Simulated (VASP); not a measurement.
Here is a VASP 6.6.1 calculation.

The input INCAR:

```
SYSTEM = Li2S
  PREC = Accurate
  ENCUT = 750
  EDIFF = 1E-6
  ISMEAR = 0
  SIGMA = 0.01
  LREAL = .False.
  LASPH = .True.
  NELM = 120
  ALGO = Normal
  ISIF = 2
  LWAVE = .False.
  LCHARG = .False.
  GGA = PE
  NBANDS = 13
  GGA_COMPAT = .False.
```

The input KPOINTS:

```
regular mesh
0
Gamma
  6 6 6
  0 0 0
```

Contents of POSCAR:

```
Li2S
1.0
    0.0000000000      2.9087677384      2.9087677384
    2.9087677384      0.0000000000      2.9087677384
    2.9087677384      2.9087677384      0.0000000000
Li S
2 1
Direct
    0.2500000000      0.2500000000      0.2500000000
    0.7500000000      0.7500000000      0.7500000000
    0.0000000000      0.0000000000      0.0000000000
```

Potentials or basis: VASP PAW PBE potentials, release 64 (Li_sv, S).

Command:

```console
$ cat potpaw_PBE.64/Li_sv/POTCAR potpaw_PBE.64/S/POTCAR > POTCAR
$ mpirun -np 1 vasp_std > vasp.out
```

Problem. Estimate the pressure.

Solution. -2.2 GPa.

Problem. What does it give for the band gap on the k mesh?

Solution. 3.42 eV, indirect (least direct gap 3.96 eV).

 A k mesh can miss the band edges.
